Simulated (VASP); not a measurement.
# KI in VASP: notebook

Runs on KI. Level: PBE. Tasks: single point.

Everything below comes from runs of VASP 6.6.1. Logs are shortened: lines on timing, memory, paths and dates and some standing lists are left out, and cuts for length are marked.

### Step 1. The cell of the first run

Symmetry: Fm-3m, No. 225, cubic system. Conventional cell: a = 6.485 Å, b = 6.485 Å, c = 6.485 Å, α = 90.00°, β = 90.00°, γ = 90.00°. K (site symmetry m-3m) has 6 I at 3.24 Å within 4.3 Å. Within 4.3 Å of I (site symmetry m-3m) lie 6 K at 3.24 Å.

### Step 2. Single point, PBE (strain -0.080 along x and y, -0.080 along z)

INCAR reads:

```
ALGO = Normal
EDIFF = 1E-6
ENCUT = 520
GGA = PE
ISIF = 2
ISMEAR = 0
LASPH = True
LCHARG = True
LELF = True
LREAL = False
LVHAR = True
LWAVE = False
NBANDS = 15
NELM = 60
PREC = Accurate
SIGMA = 0.05
```

KPOINTS reads:

```
k-points
0
Gamma
  6 6 6
```

POSCAR reads:

```
KI
1.0
    0.0000000000      3.2425860000      3.2425860000
    3.2425860000      0.0000000000      3.2425860000
    3.2425860000      3.2425860000      0.0000000000
K I
1 1
Direct
    0.0000000000      0.0000000000      0.0000000000
    0.5000000000      0.5000000000      0.5000000000
```

Potentials or basis: VASP PAW PBE potentials, release 64 (K_sv, I).

Started as:

```
> cat potpaw_PBE.64/K_sv/POTCAR potpaw_PBE.64/I/POTCAR > POTCAR
> mpirun -np 1 vasp_std > vasp.out
```

OUTCAR:

```text
EDIFF = 1E-6
   ENCUT = 520
   GGA = PE
   ISIF = 2
   ISMEAR = 0
   LASPH = True
   LREAL = False
   NELM = 60
   PREC = Accurate

 ion  position               nearest neighbor table
   1  0.000  0.000  0.000-   2 3.24   2 3.24   2 3.24   2 3.24   2 3.24   2 3.24
   2  0.500  0.500  0.500-   1 3.24   1 3.24   1 3.24   1 3.24   1 3.24   1 3.24

  LATTYP: Found a face centered cubic cell.
 ALAT       =     6.4851720000

  Lattice vectors:

 A1 = (   0.0000000000,   3.2425860000,   3.2425860000)
 A2 = (   3.2425860000,   0.0000000000,   3.2425860000)
 A3 = (   3.2425860000,   3.2425860000,   0.0000000000)

Analysis of symmetry for initial positions (statically):
=====================================================================
 Subroutine PRICEL returns:
 Original cell was already a primitive cell.

 Routine SETGRP: Setting up the symmetry group for a
 face centered cubic supercell.

 Subroutine GETGRP returns: Found 48 space group operations
 (whereof 48 operations were pure point group operations)
 out of a pool of 48 trial point group operations.

The static configuration has the point symmetry O_h .

Analysis of symmetry for dynamics (positions and initial velocities):
=====================================================================
 Subroutine PRICEL returns:
 Original cell was already a primitive cell.

 Routine SETGRP: Setting up the symmetry group for a
 face centered cubic supercell.

 Subroutine GETGRP returns: Found 48 space group operations
 (whereof 48 operations were pure point group operations)
 out of a pool of 48 trial point group operations.

The dynamic configuration has the point symmetry O_h .

 Subroutine INISYM returns: Found 48 space group operations
 (whereof 48 operations are pure point group operations),
 and found     1 'primitive' translations

----------------------------------------------------------------------------------------

                                     Primitive cell

  volume of cell :      68.1875

  direct lattice vectors                    reciprocal lattice vectors
     0.000000000  3.242586000  3.242586000    -0.154197915  0.154197915  0.154197915
     3.242586000  0.000000000  3.242586000     0.154197915 -0.154197915  0.154197915
     3.242586000  3.242586000  0.000000000     0.154197915  0.154197915 -0.154197915

  length of vectors
     4.585709098  4.585709098  4.585709098     0.267078623  0.267078623  0.267078623

  position of ions in fractional coordinates (direct lattice)
     0.000000000  0.000000000  0.000000000
     0.500000000  0.500000000  0.500000000

  ion indices of the primitive-cell ions
   primitive index   ion index
                 1           1
                 2           2

----------------------------------------------------------------------------------------

 KPOINTS: k-points

Automatic generation of k-mesh.
 Grid dimensions read from file:
 generate k-points for:    6    6    6

 Generating k-lattice:

  Cartesian coordinates                     Fractional coordinates (reciprocal lattice)
    -0.025699652  0.025699652  0.025699652     0.166666667  0.000000000  0.000000000
     0.025699652 -0.025699652  0.025699652     0.000000000  0.166666667  0.000000000
     0.025699652  0.025699652 -0.025699652     0.000000000  0.000000000  0.166666667

  Length of vectors
     0.044513104  0.044513104  0.044513104

  Shift w.r.t. Gamma in fractional coordinates (k-lattice)
     0.000000000  0.000000000  0.000000000

 Subroutine IBZKPT returns following result:
 ===========================================

 Found     16 irreducible k-points:

 Following reciprocal coordinates:
            Coordinates               Weight
  0.000000  0.000000  0.000000      1.000000
  0.166667  0.000000  0.000000      8.000000
  0.333333  0.000000  0.000000      8.000000
  0.500000  0.000000  0.000000      4.000000
  0.166667  0.166667  0.000000      6.000000
  0.333333  0.166667  0.000000     24.000000
[... 8 lines left out ...]
 -0.333333  0.333333  0.166667     24.000000
 -0.333333  0.500000  0.166667     12.000000
   k-points           NKPTS =     16   k-points in BZ     NKDIM =     16   number of bands    NBANDS=     15
   number of dos      NEDOS =    301   number of ions     NIONS =      2
   total plane-waves  NPLWV =  46656
   dimension x,y,z NGX =    36 NGY =   36 NGZ =   36
   dimension x,y,z NGXF=    72 NGYF=   72 NGZF=   72
   ions per type =               1   1
   NGX,Y,Z   is equivalent  to a cutoff of  13.05, 13.05, 13.05 a.u.
   NGXF,Y,Z  is equivalent  to a cutoff of  26.10, 26.10, 26.10 a.u.
 SYSTEM =  unknown system
   PREC   = accura    normal or accurate (medium, high low for compatibility)
   ISTART =      0    job   : 0-new  1-cont  2-samecut
   ICHARG =      2    charge: 1-file 2-atom 10-const
   ISPIN  =      1    spin polarized calculation?
   LNONCOLLINEAR =      F non collinear calculations
   LSORBIT =      F    spin-orbit coupling
   LASPH  =      T    aspherical Exc in radial PAW
   ENCUT  =  520.0 eV  38.22 Ry    6.18 a.u.   8.53  8.53  8.53*2*pi/ulx,y,z
   NELM   =     60;   NELMIN=  2; NELMDL= -5     # of ELM steps
   EDIFF  = 0.1E-05   stopping-criterion for ELM
   LREAL  =      F    real-space projection
   EDIFFG = 0.1E-04   stopping-criterion for IOM
   NSW    =      0    number of steps for IOM
   IBRION =     -1    ionic relax: 0-MD 1-quasi-New 2-CG
   NFREE  =      0    steps in history (QN), initial steepest desc. (CG)
   ISIF   =      2    stress and relaxation
   ISYM   =      2    0-nonsym 1-usesym 2-fastsym
   POTIM  = 0.5000    time-step for ionic-motion
   TEBEG  =    0.0;   TEEND  =   0.0 temperature during run
   PSTRESS=    0.0 pullay stress
   NELECT =      16.0000    total number of electrons
   NUPDOWN=      -1.0000    fix difference up-down
   EMIN   =  10.00;   EMAX   =-10.00  energy-range for DOS
   EFERMI =   0.00;   METHOD = LEGACY
   ISMEAR =     0;   SIGMA  =   0.05  broadening in eV -4-tet -1-fermi 0-gaus
   EFERMI_NEDOS =   21; number of points for ismear=-14 and -15
   IALGO  =     38    algorithm
   IMIX   =      4    mixing-type and parameters
     AMIX     =   0.40;   BMIX     =  1.00
     AMIX_MAG =   1.60;   BMIX_MAG =  1.00
  volume/ion in A,a.u.               =      34.09       230.08
  Fermi-wavevector in a.u.,A,eV,Ry     =   1.009749  1.908148 13.872399  1.019593
  Thomas-Fermi vector in A             =   2.142696
   LORBIT       =      0    0 simple, 1 ext, 2 COOP (PROOUT), +10 PAW based schemes
   GGA     = PE    functional components
   LHFCALC =     F    Hartree Fock is set to
   AEXX    =    0.0000 exact exchange contribution
   IVDW    =     0    specifies the selected vdW correction
   LEPSILON=     F    determine dielectric tensor
   LRPA    =     F    only Hartree local field effects (RPA)
 non-spin polarized calculation
 Gauss-broadening in eV      SIGMA  =   0.05
  energy-cutoff  :      520.00
  volume of cell :       68.19
 maximum number of plane-waves:      1853
 NGX is ok and might be reduce to    36
   NGX = 17   NGY = 17   NGZ = 17

 number of electron      16.0000001 magnetization

 Free energy of the ion-electron system (eV)
  ---------------------------------------------------
  ext. energy  EPLUGINS =         0.00000000
  ---------------------------------------------------
  free energy    TOTEN  =        -5.17085738 eV

  energy without entropy =       -5.17085738  energy(sigma->0) =       -5.17085738

 E-fermi :   1.4605     XC(G=0):  -8.2396

 val. band max:        1.1918926935   @ k =   0.0000   0.0000   0.0000
 cond. band min:       5.5312929208   @ k =   0.5000   0.5000   0.0000
 fundamental gap:      4.3394002273
 Fermi energy:         1.4604579387

 k-point     1 :       0.0000    0.0000    0.0000
  band No.  band energies     occupation
      1     -26.9903      2.00000
      2     -10.5200      2.00000
      3     -10.5200      2.00000
      4     -10.5200      2.00000
      5      -9.8196      2.00000
      6       1.1919      2.00000
      7       1.1919      2.00000
      8       1.1919      2.00000
      9       5.8697      0.00000
     10       7.4379      0.00000
     11       7.4379      0.00000
     12       7.4379      0.00000
     13       8.3525      0.00000
     14       8.3525      0.00000
     15      11.1312      0.00000

 k-point     2 :       0.1667    0.0000    0.0000
  band No.  band energies     occupation
      1     -26.9881      2.00000
      2     -10.7326      2.00000
      3     -10.5208      2.00000
      4     -10.5208      2.00000
      5      -9.5382      2.00000
      6       0.5374      2.00000
      7       1.0142      2.00000
      8       1.0142      2.00000
      9       6.5502      0.00000
     10       7.5466      0.00000
     11       7.8107      0.00000
     12       7.8107      0.00000
     13       8.8492      0.00000
     14       8.8492      0.00000
     15      12.2435      0.00000

 k-point     3 :       0.3333    0.0000    0.0000
  band No.  band energies     occupation
      1     -26.9836      2.00000
      2     -10.9855      2.00000
      3     -10.5223      2.00000
      4     -10.5223      2.00000
      5      -9.1382      2.00000
      6      -0.4376      2.00000
      7       0.7010      2.00000
      8       0.7010      2.00000
      9       6.8024      0.00000
     10       8.7522      0.00000
     11       8.7522      0.00000
     12       8.9865      0.00000
     13      10.0750      0.00000
     14      10.0750      0.00000
     15      12.0075      0.00000
[... 199 lines left out ...]
 k-point    15 :      -0.3333    0.3333    0.1667
  band No.  band energies     occupation
      1     -26.9792      2.00000
      2     -10.8653      2.00000
      3     -10.5938      2.00000
      4     -10.5650      2.00000
      5      -9.1894      2.00000
      6      -0.2878      2.00000
      7       0.2114      2.00000
      8       0.4542      2.00000
      9       7.5672      0.00000
     10       7.8306      0.00000
     11       8.9848      0.00000
     12      10.1229      0.00000
     13      10.7213      0.00000
     14      10.8788      0.00000
     15      12.0119      0.00000

 k-point    16 :      -0.3333    0.5000    0.1667
  band No.  band energies     occupation
      1     -26.9785      2.00000
      2     -10.7092      2.00000
      3     -10.6382      2.00000
      4     -10.5958      2.00000
      5      -9.3326      2.00000
      6      -0.0821      2.00000
      7       0.3152      2.00000
      8       0.3522      2.00000
      9       6.5593      0.00000
     10       8.2536      0.00000
     11       8.9527      0.00000
     12      10.1689      0.00000
     13      10.4558      0.00000
     14      11.3675      0.00000
     15      12.2984      0.00000

------------------------ aborting loop because EDIFF is reached ----------------------------------------

  FORCE on cell =-STRESS in cart. coord.  units (eV):
  Direction    XX          YY          ZZ          XY          YZ          ZX
  --------------------------------------------------------------------------------------
  -------------------------------------------------------------------------------------
  Total        2.9252640      2.9252640      2.9252640      0.0000000      0.0000000      0.0000000
  in kB       68.7339251     68.7339251     68.7339251      0.0000000      0.0000000      0.0000000
  external PRESSURE =      68.7339251 kB  Pullay stress =       0.0000000 kB

 VOLUME and BASIS-vectors are now :
 -----------------------------------------------------------------------------
  energy-cutoff  :      520.00
  volume of cell :       68.19
      direct lattice vectors                 reciprocal lattice vectors
     0.000000000  3.242586000  3.242586000    -0.154197915  0.154197915  0.154197915
     3.242586000  0.000000000  3.242586000     0.154197915 -0.154197915  0.154197915
     3.242586000  3.242586000  0.000000000     0.154197915  0.154197915 -0.154197915

 POSITION                                       TOTAL-FORCE (eV/Angst)
 -----------------------------------------------------------------------------------
      0.00000      0.00000      0.00000        -0.000000      0.000000     -0.000000
      3.24259      3.24259      3.24259         0.000000     -0.000000      0.000000
 -----------------------------------------------------------------------------------
    total drift:                                0.000000      0.000000      0.000000

  FREE ENERGIE OF THE ION-ELECTRON SYSTEM (eV)
  ---------------------------------------------------
  free  energy   TOTEN  =        -5.1708573834 eV

  energy  without entropy=       -5.1708573834  energy(sigma->0) =       -5.17085738
```

Wall time 7.9 s (1 thread of Intel Xeon 6975P-C (Granite Rapids), shared host); peak memory 0.2 GiB.

What came out:

* Free energy: -5.1709 eV
* Pressure: 6.9 GPa
* Band gap on the k mesh: 4.34 eV, indirect (least direct gap 4.68 eV)

Levels at points of the mesh, in eV from the valence-band top:
```csv
k point,band 4,band 5,band 6,band 7,band 8,band 9,band 10,band 11,band 12,band 13
"(0.00, 0.00, 0.00)",-11.71,-11.01,0.00,0.00,0.00,4.68,6.25,6.25,6.25,7.16
"(0.50, 0.00, 0.00)",-11.71,-10.16,-2.03,-0.63,-0.63,5.73,8.26,8.65,8.65,9.03
"(0.50, 0.50, 0.00)",-11.77,-10.72,-1.44,-0.53,-0.53,4.34,6.38,8.26,9.55,10.14
```

Caveat: the cell differs from its parent crystal (strain -0.080 along x and y, -0.080 along z); spin-orbit coupling is left out, which moves the levels of the heavy elements. A k mesh can miss the band edges.

### Step 3. Single point, PBE (strain -0.040 along x and y, -0.040 along z)

INCAR reads:

```
SYSTEM = KI
PREC = Accurate
ENCUT = 520
EDIFF = 1E-6
ISMEAR = 0
SIGMA = 0.05
LREAL = .FALSE.
LASPH = .TRUE.
NELM = 80
ALGO = Normal
ISIF = 2
LWAVE = .FALSE.
LCHARG = .FALSE.
GGA = PE
NBANDS = 15
```

KPOINTS reads:

```
Automatic mesh
0
G
  6 6 6
  0 0 0
```

POSCAR reads:

```
KI
1.0
    0.0000000000      3.3835680000      3.3835680000
    3.3835680000      0.0000000000      3.3835680000
    3.3835680000      3.3835680000      0.0000000000
K I
1 1
Direct
    0.0000000000      0.0000000000      0.0000000000
    0.5000000000      0.5000000000      0.5000000000
```

Potentials or basis: VASP PAW PBE potentials, release 64 (K_sv, I).

Started as:

```
> cat potpaw_PBE.64/K_sv/POTCAR potpaw_PBE.64/I/POTCAR > POTCAR
> mpirun -np 1 vasp_std > vasp.out
```

Wall time 7.3 s (1 thread of Intel Xeon 6975P-C (Granite Rapids), shared host); peak memory 0.2 GiB.

The run converged. Its results:

| Quantity | Value |
| --- | --- |
| Free energy | -5.4450 eV |
| Pressure | 3.0 GPa |
| Band gap on the k mesh | 4.29 eV, direct |

Levels at points of the mesh, in eV from the valence-band top:
```csv
k point,band 5,band 6,band 7,band 8,band 9,band 10,band 11,band 12
"(0.00, 0.00, 0.00)",-10.73,0.00,0.00,0.00,4.29,6.41,6.41,6.41
"(0.50, 0.00, 0.00)",-10.22,-1.65,-0.46,-0.46,5.64,8.04,8.40,8.40
"(0.50, 0.50, 0.00)",-10.52,-1.21,-0.44,-0.44,4.68,6.07,8.21,9.14
```

Caveat: the cell differs from its parent crystal (strain -0.040 along x and y, -0.040 along z); spin-orbit coupling is left out, which moves the levels of the heavy elements.

### Step 4. Single point, PBE (strain +0.040 along x and y, +0.080 along z)

INCAR reads:

```
SYSTEM = KI
  PREC = Accurate
  ENCUT = 520
  EDIFF = 1E-6
  ISMEAR = 0
  SIGMA = 0.05
  LREAL = .False.
  LASPH = .True.
  NELM = 80
  ALGO = Normal
  ISIF = 2
  LWAVE = .False.
  LCHARG = .False.
  GGA = PE
  NBANDS = 15
```

KPOINTS reads:

```
regular mesh
0
Gamma
  6 6 6
  0 0 0
```

POSCAR reads:

```
KI
1.0
    0.0000000000      3.6655320000      3.8065140000
    3.6655320000      0.0000000000      3.8065140000
    3.6655320000      3.6655320000      0.0000000000
K I
1 1
Direct
    0.0000000000      0.0000000000      0.0000000000
    0.5000000000      0.5000000000      0.5000000000
```

Started as:

```
> cat potpaw_PBE.64/K_sv/POTCAR potpaw_PBE.64/I/POTCAR > POTCAR
> mpirun -np 1 vasp_std > vasp.out
```

It took 18 s on 1 thread of Intel Xeon 6975P-C (Granite Rapids), shared host; peak memory 0.25 GiB.

It converged, with:

```
Free energy            : -5.5362 eV
Pressure               : -0.8 GPa
Band gap on the k mesh : 3.64 eV, direct
```

Stress tensor (GPa, compression positive):
```
-0.66  0.00  0.00
 0.00 -0.66  0.00
 0.00  0.00 -1.03
```

Levels at points of the mesh, in eV from the valence-band top:
```
           k point  band 6  band 7  band 8  band 9  band 10  band 11
(0.00, 0.00, 0.00)   -0.01   -0.01    0.00    3.64     6.38     6.58
(0.50, 0.00, 0.00)   -1.02   -0.24   -0.24    5.35     7.18     7.71
(0.50, 0.50, 0.00)   -0.80   -0.27   -0.27    5.14     5.41     7.86
(0.50, 0.00, 0.50)   -0.79   -0.33   -0.28    5.11     5.43     7.93
```

Caveat: the cell differs from its parent crystal (strain +0.040 along x and y, +0.080 along z); spin-orbit coupling is left out, which moves the levels of the heavy elements.

### Step 5. Overview

| cell | gap on the mesh (eV) | pressure (GPa) |
| --- | --- | --- |
| a = 4.586 Å, angles 60.0°, 2 atoms | 4.34 | 6.9 |
| a = 4.785 Å, angles 60.0°, 2 atoms | 4.29 | 3.0 |
| a = 5.284, b = 5.284, c = 5.184 Å, angles 60.6, 60.6, 58.7°, 2 atoms | 3.64 | -0.8 |

Alike in all rows: task single point; level PBE; potentials or basis VASP PAW PBE potentials, release 64 (K_sv, I); no spin polarisation; k mesh 6 × 6 × 6; cutoff (eV) 520; smearing gaussian 0.05 eV.

Caveats: spin-orbit coupling is left out, which moves the levels of the heavy elements.

Total energies depend on the potentials used, so only differences within one code and one set of settings carry meaning.
